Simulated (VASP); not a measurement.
# SiC (P6_3mc) in VASP: a series of runs

Runs on SiC. Level: LDA. Tasks: single point.

Everything below comes from runs of VASP 6.6.1. Logs are shortened: lines on timing, memory, paths and dates and some standing lists are left out, and cuts for length are marked.

## (1) The cell of the first run

The structure is hexagonal, space group P6_3mc (No. 186). Conventional cell: a = 3.056 Å, b = 3.056 Å, c = 5.016 Å, α = 90.00°, β = 90.00°, γ = 120.00°. Within 2.5 Å of Si (site symmetry 3m) lie 4 C at 1.87 to 1.89 Å. Within 2.5 Å of C (site symmetry 3m) lie 4 Si at 1.87 to 1.89 Å.

## (2) Single point, LDA

Contents of INCAR:

```
  PREC = Accurate
  ENCUT = 520
  EDIFF = 1E-6
  ISMEAR = 0
  SIGMA = 0.05
  LREAL = F
  LASPH = T
  NELM = 80
  ALGO = Normal
  ISIF = 2
  LWAVE = F
  LCHARG = F
  NBANDS = 16
```

Contents of KPOINTS:

```
Automatic mesh
0
Gamma
  12 12 6
```

Contents of POSCAR:

```
SiC
1.0
    3.0561890961      0.0000000000      0.0000000000
   -1.5280945481      2.6467373960      0.0000000000
    0.0000000000      0.0000000000      5.0161734257
Si C
2 2
Direct
    0.3333333333      0.6666666667      0.0046041256
    0.6666666667      0.3333333333      0.5046041256
    0.3333333333      0.6666666667      0.3803958744
    0.6666666667      0.3333333333      0.8803958744
```

Potentials or basis: VASP PAW LDA potentials, release 64 (Si, C).

Started as:

```console
cat potpaw_LDA.64/Si/POTCAR potpaw_LDA.64/C/POTCAR > POTCAR
mpirun -np 1 vasp_std > vasp.out
```

OUTCAR:

```text
PREC = Accurate
   ENCUT = 520
   EDIFF = 1E-6
   ISMEAR = 0
   LREAL = F
   LASPH = T
   NELM = 80
   ISIF = 2

 ion  position               nearest neighbor table
   1  0.333  0.667  0.005-   4 1.87   4 1.87   4 1.87   3 1.89   2 3.07   2 3.07   2 3.07   2 3.07
                             2 3.07   2 3.07
   2  0.667  0.333  0.505-   3 1.87   3 1.87   3 1.87   4 1.89   1 3.07   1 3.07   1 3.07   1 3.07
                             1 3.07   1 3.07
   3  0.333  0.667  0.380-   2 1.87   2 1.87   2 1.87   1 1.89
   4  0.667  0.333  0.880-   1 1.87   1 1.87   1 1.87   2 1.89

  LATTYP: Found a hexagonal cell.
 ALAT       =     3.0561890961
 C/A-ratio  =     1.6413164461

  Lattice vectors:

 A1 = (   3.0561890961,   0.0000000000,   0.0000000000)
 A2 = (  -1.5280945481,   2.6467373960,   0.0000000000)
 A3 = (   0.0000000000,   0.0000000000,   5.0161734257)

Analysis of symmetry for initial positions (statically):
=====================================================================
 Subroutine PRICEL returns:
 Original cell was already a primitive cell.

 Routine SETGRP: Setting up the symmetry group for a
 hexagonal supercell.

 Subroutine GETGRP returns: Found 12 space group operations
 (whereof  6 operations were pure point group operations)
 out of a pool of 24 trial point group operations.

The static configuration has the point symmetry C_3v.
 The point group associated with its full space group is C_6v.

Analysis of symmetry for dynamics (positions and initial velocities):
=====================================================================
 Subroutine PRICEL returns:
 Original cell was already a primitive cell.

 Routine SETGRP: Setting up the symmetry group for a
 hexagonal supercell.

 Subroutine GETGRP returns: Found 12 space group operations
 (whereof  6 operations were pure point group operations)
 out of a pool of 24 trial point group operations.

The dynamic configuration has the point symmetry C_3v.
 The point group associated with its full space group is C_6v.

 Subroutine INISYM returns: Found 12 space group operations
 (whereof  6 operations are pure point group operations),
 and found     1 'primitive' translations

----------------------------------------------------------------------------------------

                                     Primitive cell
[... 95 lines left out ...]
   EDIFF  = 0.1E-05   stopping-criterion for ELM
   LREAL  =      F    real-space projection
   EDIFFG = 0.1E-04   stopping-criterion for IOM
   NSW    =      0    number of steps for IOM
   IBRION =     -1    ionic relax: 0-MD 1-quasi-New 2-CG
   NFREE  =      0    steps in history (QN), initial steepest desc. (CG)
   ISIF   =      2    stress and relaxation
   ISYM   =      2    0-nonsym 1-usesym 2-fastsym
   POTIM  = 0.5000    time-step for ionic-motion
   TEBEG  =    0.0;   TEEND  =   0.0 temperature during run
   PSTRESS=    0.0 pullay stress
   NELECT =      16.0000    total number of electrons
   NUPDOWN=      -1.0000    fix difference up-down
   EMIN   =  10.00;   EMAX   =-10.00  energy-range for DOS
   EFERMI =   0.00;   METHOD = LEGACY
   ISMEAR =     0;   SIGMA  =   0.05  broadening in eV -4-tet -1-fermi 0-gaus
   EFERMI_NEDOS =   21; number of points for ismear=-14 and -15
   IALGO  =     38    algorithm
   IMIX   =      4    mixing-type and parameters
     AMIX     =   0.40;   BMIX     =  1.00
     AMIX_MAG =   1.60;   BMIX_MAG =  1.00
  volume/ion in A,a.u.               =      10.14        68.45
  Fermi-wavevector in a.u.,A,eV,Ry     =   1.200495  2.268606 19.608550  1.441188
  Thomas-Fermi vector in A             =   2.336329
   LORBIT       =      0    0 simple, 1 ext, 2 COOP (PROOUT), +10 PAW based schemes
   GGA     = CA    functional components
   LHFCALC =     F    Hartree Fock is set to
   AEXX    =    0.0000 exact exchange contribution
   IVDW    =     0    specifies the selected vdW correction
   LEPSILON=     F    determine dielectric tensor
   LRPA    =     F    only Hartree local field effects (RPA)
 non-spin polarized calculation
 Gauss-broadening in eV      SIGMA  =   0.05
  energy-cutoff  :      520.00
  volume of cell :       40.58
 maximum number of plane-waves:      1108
 NGX is ok and might be reduce to    24
   NGX = 11   NGY = 11   NGZ = 19

 number of electron      15.9999998 magnetization

 Free energy of the ion-electron system (eV)
  ---------------------------------------------------
  ext. energy  EPLUGINS =         0.00000000
  ---------------------------------------------------
  free energy    TOTEN  =       -33.27591521 eV

  energy without entropy =      -33.27591521  energy(sigma->0) =      -33.27591521

 E-fermi :   8.7189     XC(G=0): -11.6331

 val. band max:        8.4361709099   @ k =   0.0000   0.0000   0.0000
 cond. band min:      10.5501004742   @ k =   0.3333   0.3333   0.0000
 fundamental gap:      2.1139295644
 Fermi energy:         8.7188543054

 k-point     1 :       0.0000    0.0000    0.0000
  band No.  band energies     occupation
      1      -7.1982      2.00000
      2      -3.5087      2.00000
      3      -0.3934      2.00000
      4       7.1113      2.00000
      5       7.1113      2.00000
      6       8.3202      2.00000
[... 433 lines left out ...]
      3       1.0633      2.00000
      4       2.6980      2.00000
      5       3.6578      2.00000
      6       5.5499      2.00000
[... 8 lines left out ...]
     15      19.8041      0.00000
     16      20.5101      0.00000

 [... further k-points ...]

------------------------ aborting loop because EDIFF is reached ----------------------------------------

  FORCE on cell =-STRESS in cart. coord.  units (eV):
  Direction    XX          YY          ZZ          XY          YZ          ZX
  --------------------------------------------------------------------------------------
  -------------------------------------------------------------------------------------
  Total        0.1066367      0.1066367      0.0997545     -0.0000000      0.0000000      0.0000000
  in kB        4.2106944      4.2106944      3.9389401     -0.0000000      0.0000000      0.0000000
  external PRESSURE =       4.1201096 kB  Pullay stress =       0.0000000 kB

 VOLUME and BASIS-vectors are now :
 -----------------------------------------------------------------------------
  energy-cutoff  :      520.00
  volume of cell :       40.58
      direct lattice vectors                 reciprocal lattice vectors
     3.056189096  0.000000000  0.000000000     0.327204884  0.188911828  0.000000000
    -1.528094548  2.646737396  0.000000000     0.000000000  0.377823656  0.000000000
     0.000000000  0.000000000  5.016173426     0.000000000  0.000000000  0.199355149

 POSITION                                       TOTAL-FORCE (eV/Angst)
 -----------------------------------------------------------------------------------
     -0.00000      1.76449      0.02310         0.000000     -0.000000      0.000048
      1.52809      0.88225      2.53118        -0.000000      0.000000      0.000048
     -0.00000      1.76449      1.90813        -0.000000     -0.000000     -0.000048
      1.52809      0.88225      4.41622         0.000000      0.000000     -0.000048
 -----------------------------------------------------------------------------------
    total drift:                               -0.000000      0.000000     -0.000116

  FREE ENERGIE OF THE ION-ELECTRON SYSTEM (eV)
  ---------------------------------------------------
  free  energy   TOTEN  =       -33.2759152087 eV

  energy  without entropy=      -33.2759152087  energy(sigma->0) =      -33.27591521
```

Wall time 38 s (1 thread of Intel Xeon Platinum 8124M at 3.00GHz (Skylake/Cascade Lake), shared host); peak memory 0.16 GiB.

What came out:

```yaml
Free_energy: -33.2759 eV
Pressure: 0.4 GPa
Band_gap_on_the_k_mesh: 2.11 eV, indirect (least direct gap 3.91 eV)
```

Levels at points of the mesh, in eV from the valence-band top:
```
           k point  band 5  band 6  band 7  band 8  band 9  band 10  band 11  band 12
(0.00, 0.00, 0.00)   -1.32   -0.12    0.00    0.00    4.93     6.42     6.67     6.67
(0.50, 0.00, 0.00)   -5.51   -3.37   -3.36   -1.20    2.71     4.16     6.95     7.11
(0.00, 0.00, 0.50)   -0.72   -0.72   -0.72   -0.72    6.00     6.00     7.35     7.35
(0.50, 0.00, 0.50)   -2.48   -2.48   -2.35   -2.35    3.25     3.25     5.23     5.23
```

A k mesh can miss the band edges.

## (3) Single point, LDA (c/a of the conventional cell at fixed volume 1.5975)

Contents of INCAR:

```
ALGO     = Normal         # electronic algorithm
EDIFF    = 1E-6           # SCF threshold, eV
ENCUT    = 520            # plane-wave cutoff, eV
ISIF     = 2              # what is computed and relaxed
ISMEAR   = 0              # smearing method
LASPH    = T              # aspherical terms in the spheres
LCHARG   = F              # write CHGCAR
LREAL    = F              # projectors in reciprocal space
LWAVE    = F              # write WAVECAR
NBANDS   = 16             # bands
NELM     = 100            # most SCF steps
PREC     = Accurate       # precision mode
SIGMA    = 0.05           # smearing width, eV
```

Contents of KPOINTS:

```
k-points
0
Gamma
  12 12 6
```

Contents of POSCAR:

```
SiC
1.0
    3.0838793107      0.0000000000      0.0000000000
   -1.5419396554      2.6707178252      0.0000000000
    0.0000000000      0.0000000000      4.9264971988
Si C
2 2
Direct
    0.3333333333      0.6666666667      0.0046041256
    0.6666666667      0.3333333333      0.5046041256
    0.3333333333      0.6666666667      0.4102991467
    0.6666666667      0.3333333333      0.9102991467
```

Potentials or basis: VASP PAW LDA potentials, release 64 (Si, C).

Started as:

```console
cat potpaw_LDA.64/Si/POTCAR potpaw_LDA.64/C/POTCAR > POTCAR
mpirun -np 1 vasp_std > vasp.out
```

OUTCAR:

```text
EDIFF = 1E-6
   ENCUT = 520
   ISIF = 2
   ISMEAR = 0
   LASPH = T
   LREAL = F
   NELM = 100
   PREC = Accurate

 ion  position               nearest neighbor table
   1  0.333  0.667  0.005-   4 1.84   4 1.84   4 1.84   3 2.00   2 3.04   2 3.04   2 3.04   2 3.04
                             2 3.04   2 3.04
   2  0.667  0.333  0.505-   3 1.84   3 1.84   3 1.84   4 2.00   1 3.04   1 3.04   1 3.04   1 3.04
                             1 3.04   1 3.04
   3  0.333  0.667  0.410-   2 1.84   2 1.84   2 1.84   1 2.00
[... 653 lines left out ...]
     15      19.7130      0.00000
     16      20.1972      0.00000

 [... further k-points ...]
[... 5 lines left out ...]
  --------------------------------------------------------------------------------------
  -------------------------------------------------------------------------------------
  Total        0.3119263      0.3119263      0.0826860     -0.0000000      0.0000000     -0.0000000
  in kB       12.3168313     12.3168313      3.2649695     -0.0000000      0.0000000     -0.0000000
  external PRESSURE =       9.2995440 kB  Pullay stress =       0.0000000 kB

 VOLUME and BASIS-vectors are now :
 -----------------------------------------------------------------------------
  energy-cutoff  :      520.00
  volume of cell :       40.58
      direct lattice vectors                 reciprocal lattice vectors
     3.083879311  0.000000000  0.000000000     0.324266905  0.187215585  0.000000000
    -1.541939655  2.670717825  0.000000000     0.000000000  0.374431170  0.000000000
     0.000000000  0.000000000  4.926497199     0.000000000  0.000000000  0.202983978

 POSITION                                       TOTAL-FORCE (eV/Angst)
 -----------------------------------------------------------------------------------
     -0.00000      1.78048      0.02268         0.000000     -0.000000      1.792479
      1.54194      0.89024      2.48593        -0.000000     -0.000000      1.792479
     -0.00000      1.78048      2.02134        -0.000000      0.000000     -1.792479
      1.54194      0.89024      4.48459         0.000000     -0.000000     -1.792479
 -----------------------------------------------------------------------------------
    total drift:                                0.000000      0.000000     -0.000472

  FREE ENERGIE OF THE ION-ELECTRON SYSTEM (eV)
  ---------------------------------------------------
  free  energy   TOTEN  =       -32.9800158865 eV

  energy  without entropy=      -32.9800158865  energy(sigma->0) =      -32.98001589
```

Run time: 17 s. Hardware: 1 thread of Intel Xeon 6975P-C, shared host; peak memory 0.16 GiB.

What came out:

```yaml
Free_energy: -32.9800 eV
Pressure: 0.9 GPa
Largest_force: 1.792 eV/Å
Band_gap_on_the_k_mesh: 1.57 eV, indirect (least direct gap 3.60 eV)
```

Forces in eV/Å, atoms in the order of the input:
```
Si   0.000  0.000  1.792
Si   0.000  0.000  1.792
C    0.000  0.000 -1.792
C    0.000  0.000 -1.792
```

Caveat: forces of over 1 eV/Å act on the atoms, so gaps and moduli don't describe the material at rest. A k mesh can miss the band edges.

## (4) Single point, LDA (c/a of the conventional cell at fixed volume 1.5100)

Contents of INCAR:

```
SYSTEM = SiC
  ALGO = Normal
  EDIFF = 1E-6
  ENCUT = 520
  GGA = CA
  ISIF = 2
  ISMEAR = 0
  LASPH = .TRUE.
  LCHARG = .FALSE.
  LREAL = .FALSE.
  LWAVE = .FALSE.
  NBANDS = 16
  NELM = 80
  PREC = Accurate
  SIGMA = 0.05
```

Contents of KPOINTS:

```
k-points
0
G
  12 12 6
  0 0 0
```

Contents of POSCAR:

```
SiC
1.0
    3.1423316029      0.0000000000      0.0000000000
   -1.5711658015      2.7213389952      0.0000000000
    0.0000000000      0.0000000000      4.7449207204
Si C
2 2
Direct
    0.3333333333      0.6666666667      0.0046041256
    0.6666666667      0.3333333333      0.5046041256
    0.3333333333      0.6666666667      0.3803958744
    0.6666666667      0.3333333333      0.8803958744
```

Started as:

```console
cat potpaw_LDA.64/Si/POTCAR potpaw_LDA.64/C/POTCAR > POTCAR
mpirun -np 1 vasp_std > vasp.out
```

Run time: 18 s. Hardware: 1 thread of Intel Xeon 6975P-C, shared host; peak memory 0.16 GiB.

The run converged. Its results:

```
Free energy            : -32.9220 eV
Pressure               : 2.3 GPa
Largest force          : 1.259 eV/Å
Band gap on the k mesh : 1.96 eV, indirect (least direct gap 3.10 eV)
```

Forces in eV/Å, atoms in the order of the input:
```
Si   0.000  0.000 -1.259
Si   0.000  0.000 -1.259
C    0.000  0.000  1.259
C    0.000  0.000  1.259
```

Stress tensor (GPa, compression positive):
```
-14.77   0.00   0.00
  0.00 -14.77   0.00
  0.00   0.00  36.52
```

Levels at points of the mesh, in eV from the valence-band top:
```
           k point  band 6  band 7  band 8  band 9  band 10  band 11
(0.00, 0.00, 0.00)   -0.19   -0.19    0.00    3.49     5.90     5.90
(0.50, 0.00, 0.00)   -3.92   -3.55   -1.14    1.96     4.55     6.65
(0.00, 0.00, 0.50)   -1.17   -1.17   -1.17    4.96     4.96     6.64
(0.50, 0.00, 0.50)   -2.82   -2.09   -2.09    3.21     3.21     5.70
```

Caveat: forces of over 1 eV/Å act on the atoms, so gaps and moduli don't describe the material at rest. A k mesh can miss the band edges.

## (5) Single point, LDA (c/a of the conventional cell at fixed volume 1.5975)

Contents of INCAR:

```
PREC = Accurate ; ENCUT = 520
EDIFF = 1E-6 ; ISMEAR = 0
SIGMA = 0.05 ; LREAL = F
LASPH = T ; NELM = 80
ALGO = Normal ; ISIF = 2
LWAVE = F ; LCHARG = F
GGA = CA ; NBANDS = 16
```

Contents of KPOINTS:

```
regular mesh
0
Gamma
  12 12 6
```

Contents of POSCAR:

```
SiC
1.0
    3.0838793107      0.0000000000      0.0000000000
   -1.5419396554      2.6707178252      0.0000000000
    0.0000000000      0.0000000000      4.9264971988
Si C
2 2
Direct
    0.3333333333      0.6666666667      0.0046041256
    0.6666666667      0.3333333333      0.5046041256
    0.3333333333      0.6666666667      0.3504926021
    0.6666666667      0.3333333333      0.8504926021
```

Potentials or basis: VASP PAW LDA potentials, release 64 (Si, C).

Started as:

```console
cat potpaw_LDA.64/Si/POTCAR potpaw_LDA.64/C/POTCAR > POTCAR
mpirun -np 1 vasp_std > vasp.out
```

OUTCAR:

```text
PREC = Accurate
   ENCUT = 520
   EDIFF = 1E-6
   ISMEAR = 0
   LREAL = F
   LASPH = T
   NELM = 80
   ISIF = 2
   GGA = CA

 ion  position               nearest neighbor table
   1  0.333  0.667  0.005-   3 1.70   4 1.94   4 1.94   4 1.94   2 3.04   2 3.04   2 3.04   2 3.04
                             2 3.04   2 3.04
   2  0.667  0.333  0.505-   4 1.70   3 1.94   3 1.94   3 1.94   1 3.04   1 3.04   1 3.04   1 3.04
                             1 3.04   1 3.04
   3  0.333  0.667  0.350-   1 1.70   2 1.94   2 1.94   2 1.94
   4  0.667  0.333  0.850-   2 1.70   1 1.94   1 1.94   1 1.94
[... 661 lines left out ...]
  --------------------------------------------------------------------------------------
  -------------------------------------------------------------------------------------
  Total       -2.5120086     -2.5120086      9.4858153      0.0000000      0.0000000     -0.0000000
  in kB      -99.1900458    -99.1900458    374.5602000      0.0000000      0.0000000     -0.0000000
  external PRESSURE =      58.7267028 kB  Pullay stress =       0.0000000 kB

 VOLUME and BASIS-vectors are now :
 -----------------------------------------------------------------------------
  energy-cutoff  :      520.00
  volume of cell :       40.58
      direct lattice vectors                 reciprocal lattice vectors
     3.083879311  0.000000000  0.000000000     0.324266905  0.187215585  0.000000000
    -1.541939655  2.670717825  0.000000000     0.000000000  0.374431170  0.000000000
     0.000000000  0.000000000  4.926497199     0.000000000  0.000000000  0.202983978

 POSITION                                       TOTAL-FORCE (eV/Angst)
 -----------------------------------------------------------------------------------
     -0.00000      1.78048      0.02268         0.000000      0.000000     -4.448739
      1.54194      0.89024      2.48593        -0.000000     -0.000000     -4.448739
     -0.00000      1.78048      1.72670        -0.000000     -0.000000      4.448739
      1.54194      0.89024      4.18995         0.000000      0.000000      4.448739
 -----------------------------------------------------------------------------------
    total drift:                               -0.000000      0.000000      0.000131

  FREE ENERGIE OF THE ION-ELECTRON SYSTEM (eV)
  ---------------------------------------------------
  free  energy   TOTEN  =       -32.5958426942 eV

  energy  without entropy=      -32.5958426942  energy(sigma->0) =      -32.59584269
```

stdout:

```text
POSCAR found type information on POSCAR SiC
 POSCAR found :  2 types and       4 ions
 scaLAPACK will be used
 LDA part: xc-table for (Slater(with rela. corr.)+CA(PZ))
 , standard interpolation
 POSCAR, INCAR and KPOINTS ok, starting setup
 FFT: planning ... GRIDC
 FFT: planning ... GRID_SOFT
 FFT: planning ... GRID
 WAVECAR not read
 entering main loop
```

Run time: 20 s. Hardware: 1 thread of Intel Xeon 6975P-C, shared host; peak memory 0.16 GiB.

What came out:

```yaml
Free_energy: -32.5958 eV
Pressure: 5.9 GPa
Largest_force: 4.449 eV/Å
Band_gap_on_the_k_mesh: 1.27 eV, indirect (least direct gap 3.37 eV)
```

Forces on the atoms (eV/Å):
```
Si   0.000  0.000 -4.449
Si   0.000  0.000 -4.449
C    0.000  0.000  4.449
C    0.000  0.000  4.449
```

Levels at points of the mesh, in eV from the valence-band top:
| k point | band 4 | band 5 | band 6 | band 7 | band 8 | band 9 | band 10 | band 11 | band 12 | band 13 |
| --- | --- | --- | --- | --- | --- | --- | --- | --- | --- | --- |
| (0.00, 0.00, 0.00) | -1.56 | -1.56 | -1.18 | 0.00 | 0.00 | 4.31 | 6.22 | 6.22 | 6.29 | 8.19 |
| (0.50, 0.00, 0.00) | -6.25 | -6.09 | -4.21 | -3.61 | -1.02 | 2.35 | 3.51 | 6.00 | 6.53 | 9.77 |
| (0.00, 0.00, 0.50) | -4.98 | -0.86 | -0.86 | -0.86 | -0.86 | 5.55 | 5.55 | 6.97 | 6.97 | 6.97 |
| (0.50, 0.00, 0.50) | -8.53 | -2.91 | -2.91 | -2.60 | -2.60 | 2.90 | 2.90 | 5.37 | 5.37 | 9.68 |

Caveat: forces of over 1 eV/Å act on the atoms, so gaps and moduli don't describe the material at rest.

(Part 1 of 2 ends here.)
